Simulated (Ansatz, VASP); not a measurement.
## One calculation of ZnO, two programs

Contents of INCAR:

```
PREC = Accurate ; ENCUT = 520
EDIFF = 1E-7 ; ISMEAR = -1
SIGMA = 0.08 ; LREAL = False
LASPH = True ; NELM = 60
ALGO = Normal ; ISIF = 2
LWAVE = False ; LCHARG = True
GGA = PE ; LELF = True
LVHAR = True ; NBANDS = 26
```

The input KPOINTS:

```
Automatic mesh
0
Gamma
  11 11 7
```

The input POSCAR:

```
ZnO
1.0
    2.8844996273      0.0000000000      0.0000000000
   -1.4422498136      2.4980499544      0.0000000000
    0.0000000000      0.0000000000      5.0256031087
Zn O
2 2
Direct
    0.0000000000      0.0000000000      0.0000000000
    0.0000000000      0.0000000000      0.5000000000
    0.3333333333      0.6666666667      0.2500000000
    0.6666666667      0.3333333333      0.7500000000
```

Input for Ansatz:

```yaml
crystal:
  lattice:
    - [2.8844996273, 0.0, 0.0]
    - [-1.4422498136, 2.4980499544, 0.0]
    - [0.0, 0.0, 5.0256031087]
  atoms:
    - { symbol: Zn, position: [0.0, 0.0, 0.0] }
    - { symbol: Zn, position: [0.0, 0.0, 0.5] }
    - { symbol: O, position: [0.3333333333, 0.6666666667, 0.25] }
    - { symbol: O, position: [0.6666666667, 0.3333333333, 0.75] }
kpoints:
  mp_grid: { grid: [11, 11, 7] }
scf:
  occupations: { method: fermi_dirac, width: 0.08 }
hamiltonian:
  xc: pbe
  pseudopotentials: { kind: paw }
output:
  forces: true
  stress: true
  eigenvalues: true
  populations: true
  write_density: true
  write_potential: true
  elf: true
  volumetric_format: npy
```

Change from the starting cell: volume scaled by 0.88, PAW files.

Alike in both runs: task single point; functional PBE; k mesh 11 × 11 × 7; occupations fermi-dirac, width 0.08 eV; no spin polarisation.

|  | VASP | Ansatz |
| --- | --- | --- |
| version | VASP 6.6.1 | Ansatz 0.2.0 |
| potentials or method | VASP PAW PBE potentials, release 64 (Zn, O) | PAW with Ansatz's default frozen-core files, scalar-relativistic |
| plane-wave cutoff (eV) | 520 | 420 |
| valence electrons in the cell | 36 | 36 |

```tsv
	VASP	Ansatz	Ansatz less VASP
pressure (GPa)	28.9	27.2	-1.69
traceless stress, the component that is largest in VASP (GPa)	0.17	0.00	-0.163
```

The functional is the same, so the differences come from potentials, cutoffs and numerics.
